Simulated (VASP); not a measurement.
# GaS (P6_3/mmc) in VASP: relaxation of cell and atoms with PBE

Aim: the relaxation of cell and atoms of GaS with PBE.

All numbers are computed with VASP 6.6.1; they aren't measurements. Logs are shortened: lines on timing, memory, paths and dates and some standing lists are left out, and cuts for length are marked.

**1. The cell of the first run**

It takes space group P6_3/mmc (No. 194, hexagonal). Conventional cell: a = 3.585 Å, b = 3.585 Å, c = 15.500 Å, α = 90.00°, β = 90.00°, γ = 120.00°. Within 3.1 Å of Ga (site symmetry 3m) lie 3 S at 2.34 Å and 1 Ga at 2.48 Å. S (site symmetry 3m) has 3 Ga at 2.34 Å within 3.1 Å.

**2. Relaxation of cell and atoms, PBE**

Input file INCAR:

```
ALGO     = Normal         # electronic algorithm
EDIFF    = 1E-7           # SCF threshold, eV
EDIFFG   = -0.01          # ionic threshold
ENCUT    = 500            # plane-wave cutoff, eV
GGA      = PE             # functional
GGA_COMPAT= False        
IBRION   = 2              # ionic algorithm
ISIF     = 3              # what is computed and relaxed
ISMEAR   = 0              # smearing method
LASPH    = True           # aspherical terms in the spheres
LCHARG   = False          # write CHGCAR
LREAL    = False          # projectors in reciprocal space
LWAVE    = False          # write WAVECAR
NELM     = 120            # most SCF steps
NELMIN   = 4            
NSW      = 100            # ionic steps
PREC     = Accurate       # precision mode
SIGMA    = 0.02           # smearing width, eV
```

Input file KPOINTS:

```
k-points
0
Gamma
  12 12 2
```

Input file POSCAR:

```
GaS
1.0
    3.5849995100      0.0000000000      0.0000000000
   -1.7924997500      3.1047006400      0.0000000000
    0.0000000000      0.0000000000     15.5000000000
Ga S
4 4
Direct
    0.3333333300      0.6666666700      0.1700000000
    0.6666666700      0.3333333300      0.6700000000
    0.3333333300      0.6666666700      0.3300000000
    0.6666666700      0.3333333300      0.8300000000
    0.3333333300      0.6666666700      0.6000000200
    0.6666666700      0.3333333300      0.1000000200
    0.3333333300      0.6666666700      0.8999999800
    0.6666666700      0.3333333300      0.3999999800
```

Potentials or basis: VASP PAW PBE potentials, release 64 (Ga_d, S).

The run is started by

```sh
cat potpaw_PBE.64/Ga_d/POTCAR potpaw_PBE.64/S/POTCAR > POTCAR
mpirun -np 1 vasp_std > vasp.out
```

OUTCAR:

```text
EDIFF = 1E-7
   EDIFFG = -0.01
   ENCUT = 500
   GGA = PE
   IBRION = 2
   ISIF = 3
   ISMEAR = 0
   LASPH = True
   LREAL = False
   NELM = 120
   NELMIN = 4
   NSW = 100
   PREC = Accurate

 ion  position               nearest neighbor table
   1  0.333  0.667  0.170-   6 2.34   6 2.34   6 2.34   3 2.48
   2  0.667  0.333  0.670-   5 2.34   5 2.34   5 2.34   4 2.48
   3  0.333  0.667  0.330-   8 2.34   8 2.34   8 2.34   1 2.48
   4  0.667  0.333  0.830-   7 2.34   7 2.34   7 2.34   2 2.48
   5  0.333  0.667  0.600-   2 2.34   2 2.34   2 2.34
   6  0.667  0.333  0.100-   1 2.34   1 2.34   1 2.34
   7  0.333  0.667  0.900-   4 2.34   4 2.34   4 2.34
   8  0.667  0.333  0.400-   3 2.34   3 2.34   3 2.34

  LATTYP: Found a hexagonal cell.
 ALAT       =     3.5849995100
 C/A-ratio  =     4.3235710233

  Lattice vectors:

 A1 = (   3.5849995100,   0.0000000000,   0.0000000000)
 A2 = (  -1.7924997500,   3.1047006400,   0.0000000000)
 A3 = (   0.0000000000,   0.0000000000,  15.5000000000)

Analysis of symmetry for initial positions (statically):
=====================================================================
 Subroutine PRICEL returns:
 Original cell was already a primitive cell.

 Routine SETGRP: Setting up the symmetry group for a
 hexagonal supercell.

 Subroutine GETGRP returns: Found 24 space group operations
 (whereof 12 operations were pure point group operations)
 out of a pool of 24 trial point group operations.

The static configuration has the point symmetry D_3d.
 The point group associated with its full space group is D_6h.

Analysis of symmetry for dynamics (positions and initial velocities):
=====================================================================
 Subroutine PRICEL returns:
 Original cell was already a primitive cell.

 Routine SETGRP: Setting up the symmetry group for a
 hexagonal supercell.

 Subroutine GETGRP returns: Found 24 space group operations
 (whereof 12 operations were pure point group operations)
 out of a pool of 24 trial point group operations.

The dynamic configuration has the point symmetry D_3d.
 The point group associated with its full space group is D_6h.

 Subroutine INISYM returns: Found 24 space group operations
 (whereof 12 operations are pure point group operations),
 and found     1 'primitive' translations

----------------------------------------------------------------------------------------

                                     Primitive cell

  volume of cell :     172.5204

  direct lattice vectors                    reciprocal lattice vectors
     3.584999510  0.000000000  0.000000000     0.278940066  0.161046122  0.000000000
    -1.792499750  3.104700640  0.000000000     0.000000000  0.322092245  0.000000000
     0.000000000  0.000000000 15.500000000     0.000000000  0.000000000  0.064516129

  length of vectors
     3.584999510  3.584999500 15.500000000     0.322092244  0.322092245  0.064516129

  position of ions in fractional coordinates (direct lattice)
     0.333333330  0.666666670  0.170000000
     0.666666670  0.333333330  0.670000000
     0.333333330  0.666666670  0.330000000
     0.666666670  0.333333330  0.830000000
     0.333333330  0.666666670  0.600000020
     0.666666670  0.333333330  0.100000020
     0.333333330  0.666666670  0.899999980
     0.666666670  0.333333330  0.399999980

  ion indices of the primitive-cell ions
   primitive index   ion index
                 1           1
                 2           2
                 3           3
                 4           4
                 5           5
                 6           6
                 7           7
                 8           8

----------------------------------------------------------------------------------------

 KPOINTS: k-points

Automatic generation of k-mesh.
 Grid dimensions read from file:
 generate k-points for:   12   12    2

 Generating k-lattice:

  Cartesian coordinates                     Fractional coordinates (reciprocal lattice)
     0.023245006  0.013420510  0.000000000     0.083333333  0.000000000  0.000000000
     0.000000000  0.026841020  0.000000000     0.000000000  0.083333333  0.000000000
     0.000000000  0.000000000  0.032258065     0.000000000  0.000000000  0.500000000

  Length of vectors
     0.026841020  0.026841020  0.032258065

  Shift w.r.t. Gamma in fractional coordinates (k-lattice)
     0.000000000  0.000000000  0.000000000

 Subroutine IBZKPT returns following result:
 ===========================================

 Found     38 irreducible k-points:

 Following reciprocal coordinates:
            Coordinates               Weight
  0.000000  0.000000  0.000000      1.000000
  0.083333  0.000000  0.000000      6.000000
  0.166667 -0.000000  0.000000      6.000000
  0.250000  0.000000  0.000000      6.000000
  0.333333 -0.000000  0.000000      6.000000
  0.416667 -0.000000  0.000000      6.000000
[... 16 lines left out ...]
  0.250000  0.000000  0.500000      6.000000
  0.333333 -0.000000  0.500000      6.000000
 [... further k-points ...]
   k-points           NKPTS =     38   k-points in BZ     NKDIM =     38   number of bands    NBANDS=     45
   number of dos      NEDOS =    301   number of ions     NIONS =      8
   total plane-waves  NPLWV =  94080
   dimension x,y,z NGX =    28 NGY =   28 NGZ =  120
   dimension x,y,z NGXF=    56 NGYF=   56 NGZF=  240
   ions per type =               4   4
   NGX,Y,Z   is equivalent  to a cutoff of  12.98, 12.98, 12.87 a.u.
   NGXF,Y,Z  is equivalent  to a cutoff of  25.97, 25.97, 25.74 a.u.
 SYSTEM =  unknown system
   PREC   = accura    normal or accurate (medium, high low for compatibility)
   ISTART =      0    job   : 0-new  1-cont  2-samecut
   ICHARG =      2    charge: 1-file 2-atom 10-const
   ISPIN  =      1    spin polarized calculation?
   LNONCOLLINEAR =      F non collinear calculations
   LSORBIT =      F    spin-orbit coupling
   LASPH  =      T    aspherical Exc in radial PAW
   ENCUT  =  500.0 eV  36.75 Ry    6.06 a.u.   6.54  6.54 28.26*2*pi/ulx,y,z
   NELM   =    120;   NELMIN=  4; NELMDL= -5     # of ELM steps
   EDIFF  = 0.1E-06   stopping-criterion for ELM
   LREAL  =      F    real-space projection
   EDIFFG = -.1E-01   stopping-criterion for IOM
   NSW    =    100    number of steps for IOM
   IBRION =      2    ionic relax: 0-MD 1-quasi-New 2-CG
   NFREE  =      1    steps in history (QN), initial steepest desc. (CG)
   ISIF   =      3    stress and relaxation
   ISYM   =      2    0-nonsym 1-usesym 2-fastsym
   POTIM  = 0.5000    time-step for ionic-motion
   TEBEG  =    0.0;   TEEND  =   0.0 temperature during run
   PSTRESS=    0.0 pullay stress
   NELECT =      76.0000    total number of electrons
   NUPDOWN=      -1.0000    fix difference up-down
   EMIN   =  10.00;   EMAX   =-10.00  energy-range for DOS
   EFERMI =   0.00;   METHOD = LEGACY
   ISMEAR =     0;   SIGMA  =   0.02  broadening in eV -4-tet -1-fermi 0-gaus
   EFERMI_NEDOS =   21; number of points for ismear=-14 and -15
   IALGO  =     38    algorithm
   IMIX   =      4    mixing-type and parameters
     AMIX     =   0.40;   BMIX     =  1.00
     AMIX_MAG =   1.60;   BMIX_MAG =  1.00
  volume/ion in A,a.u.               =      21.57       145.53
  Fermi-wavevector in a.u.,A,eV,Ry     =   1.245659  2.353954 21.111704  1.551666
  Thomas-Fermi vector in A             =   2.379871
   LORBIT       =      0    0 simple, 1 ext, 2 COOP (PROOUT), +10 PAW based schemes
   GGA     = PE    functional components
   LHFCALC =     F    Hartree Fock is set to
   AEXX    =    0.0000 exact exchange contribution
   IVDW    =     0    specifies the selected vdW correction
   LEPSILON=     F    determine dielectric tensor
   LRPA    =     F    only Hartree local field effects (RPA)
 conjugate gradient relaxation of ions
 non-spin polarized calculation
 Gauss-broadening in eV      SIGMA  =   0.02
  energy-cutoff  :      500.00
  volume of cell :      172.52
 maximum number of plane-waves:      4437
 NGX is ok and might be reduce to    28
   NGX = 13   NGY = 13   NGZ = 57

--------------------------------------- Ionic step        1  -------------------------------------------

 number of electron      76.0000014 magnetization

 Free energy of the ion-electron system (eV)
  ---------------------------------------------------
  ext. energy  EPLUGINS =         0.00000000
  ---------------------------------------------------
  free energy    TOTEN  =       -33.21094713 eV

  energy without entropy =      -33.21094713  energy(sigma->0) =      -33.21094713

------------------------ aborting loop because EDIFF is reached ----------------------------------------

  FORCE on cell =-STRESS in cart. coord.  units (eV):
  Direction    XX          YY          ZZ          XY          YZ          ZX
  --------------------------------------------------------------------------------------
  -------------------------------------------------------------------------------------
  Total        2.5993236      2.5993236      1.6236316      0.0000000      0.0000000      0.0000000
  in kB       24.1396187     24.1396186     15.0784796      0.0000000      0.0000000      0.0000000
  external PRESSURE =      21.1192390 kB  Pullay stress =       0.0000000 kB
[... 107 lines left out ...]
  FREE ENERGIE OF THE ION-ELECTRON SYSTEM (eV)
  ---------------------------------------------------
  free  energy   TOTEN  =       -33.2467941101 eV

  energy  without entropy=      -33.2467941101  energy(sigma->0) =      -33.24679411

[... ionic steps 4 to 28 ...]

--------------------------------------- Ionic step       29  -------------------------------------------

 number of electron      76.0000008 magnetization

------------------------ aborting loop because EDIFF is reached ----------------------------------------
[... 79 lines left out ...]
--------------------------------------- Ionic step       31  -------------------------------------------

 number of electron      76.0000006 magnetization

 Free energy of the ion-electron system (eV)
  ---------------------------------------------------
  ext. energy  EPLUGINS =         0.00000000
  ---------------------------------------------------
  free energy    TOTEN  =       -33.32827383 eV

  energy without entropy =      -33.32827383  energy(sigma->0) =      -33.32827383

 E-fermi :   2.6409     XC(G=0):  -8.8021

 val. band max:        2.5392909952   @ k =   0.0833   0.0000   0.0000
 cond. band min:       4.4398564089   @ k =   0.0000   0.0000   0.0000
 fundamental gap:      1.9005654137
 Fermi energy:         2.6409004759

 k-point     1 :       0.0000    0.0000    0.0000
  band No.  band energies     occupation
      1     -12.0262      2.00000
      2     -12.0256      2.00000
      3     -11.9089      2.00000
      4     -11.9089      2.00000
      5     -11.9089      2.00000
      6     -11.9089      2.00000
[... 1141 lines left out ...]
     44       7.3718      0.00000
     45       7.5024      0.00000

 [... further k-points ...]

------------------------ aborting loop because EDIFF is reached ----------------------------------------

  FORCE on cell =-STRESS in cart. coord.  units (eV):
  Direction    XX          YY          ZZ          XY          YZ          ZX
  --------------------------------------------------------------------------------------
  -------------------------------------------------------------------------------------
  Total       -0.0308313     -0.0308313      0.0438081     -0.0000000      0.0000000      0.0000000
  in kB       -0.2548085     -0.2548085      0.3620570     -0.0000000      0.0000000      0.0000000
  external PRESSURE =      -0.0491867 kB  Pullay stress =       0.0000000 kB
[... 23 lines left out ...]
  FREE ENERGIE OF THE ION-ELECTRON SYSTEM (eV)
  ---------------------------------------------------
  free  energy   TOTEN  =       -33.3282738267 eV

  energy  without entropy=      -33.3282738267  energy(sigma->0) =      -33.32827383

 reached required accuracy - stopping structural energy minimisation
```

It took 61 min on 1 thread of Intel Xeon 6975P-C (Granite Rapids), shared host; peak memory 0.43 GiB.

Results:

- Free energy: -33.3283 eV
- Relaxed volume: 24.23 Å³/atom
- Relaxed cell: a = 3.629 Å, b = 3.629 Å, c = 16.999 Å, α = 90.00°, β = 90.00°, γ = 120.00°
- Space group after relaxing (to 0.1 Å): P6_3/mmc (No. 194)
- Energy gained by relaxing: 14.7 meV/atom
- Ionic steps: 31
- Pressure after relaxing: 0.0 GPa
- Band gap on the k mesh: 1.90 eV (least direct gap 1.91 eV)

Forces on the atoms (eV/Å):
```
Ga   0.000  0.000 -0.003
Ga   0.000  0.000 -0.003
Ga   0.000  0.000  0.003
Ga   0.000  0.000  0.003
S    0.000  0.000  0.002
S    0.000  0.000  0.002
S    0.000  0.000 -0.002
S    0.000  0.000 -0.002
```

Step by step:
| step | energy change (eV) | largest force (eV/Å) | pressure (GPa) | volume (Å³) |
| --- | --- | --- | --- | --- |
| 1 | 0.0000 | 0.2444 | 2.11 | 172.52 |
| 2 | -0.0274 | 0.3672 | -0.79 | 179.71 |
| 3 | -0.0358 | 0.2380 | 0.10 | 177.30 |
| 4 | -0.0450 | 0.1805 | 0.03 | 178.34 |
| 5 | -0.0537 | 0.2786 | -0.21 | 181.48 |
| 6 | -0.0592 | 0.2486 | -0.21 | 181.93 |
| 7 | -0.0714 | 0.1530 | -0.17 | 183.29 |
| 8 | -0.0750 | 0.0825 | -0.02 | 186.02 |
| 9 | -0.0769 | 0.0626 | -0.09 | 185.01 |
| 10 | -0.0909 | 0.0530 | 0.06 | 185.48 |
| 11 | -0.1078 | 0.0520 | 0.51 | 186.78 |
| 12 | -0.1096 | 0.1300 | -0.24 | 189.66 |
| 13 | -0.1106 | 0.0746 | 0.04 | 188.58 |
| 14 | -0.1121 | 0.0548 | -0.05 | 189.22 |
| 15 | -0.1128 | 0.0320 | -0.13 | 189.96 |
| 16 | -0.1131 | 0.0420 | 0.15 | 189.53 |
| 17 | -0.1132 | 0.0329 | 0.07 | 189.66 |
| 18 | -0.1137 | 0.0141 | 0.09 | 189.75 |
| 19 | -0.1142 | 0.0441 | 0.18 | 190.03 |
| 20 | -0.1145 | 0.0432 | 0.14 | 190.21 |
| 21 | -0.1151 | 0.0404 | 0.08 | 190.76 |
| 22 | -0.1158 | 0.0498 | 0.02 | 191.87 |
| 23 | -0.1148 | 0.0928 | -0.30 | 194.07 |
| 24 | -0.1158 | 0.0635 | -0.13 | 192.60 |
| 25 | -0.1158 | 0.0591 | -0.10 | 192.38 |
| 26 | -0.1164 | 0.0404 | -0.05 | 192.70 |
| 27 | -0.1166 | 0.0344 | 0.02 | 193.14 |
| 28 | -0.1171 | 0.0199 | 0.02 | 193.37 |
| 29 | -0.1173 | 0.0031 | 0.03 | 193.72 |
| 30 | -0.1173 | 0.0018 | 0.03 | 193.69 |
| 31 | -0.1173 | 0.0027 | 0.00 | 193.86 |

Final structure:
```
Ga S
1.0
     3.62884    0.00000    0.00000
    -1.81442    3.14267    0.00000
     0.00000    0.00000   16.99893
Ga S
4 4
Direct
  0.33333 0.66667 0.17734
  0.66667 0.33333 0.67734
  0.33333 0.66667 0.32266
  0.66667 0.33333 0.82266
  0.33333 0.66667 0.61360
  0.66667 0.33333 0.11360
  0.33333 0.66667 0.88640
  0.66667 0.33333 0.38640
```

Caveat: this functional lacks dispersion, which binds layers or chains, so the pressure and a relaxed spacing across them are unreliable. PBE usually gives volumes a little too large and moduli too small.
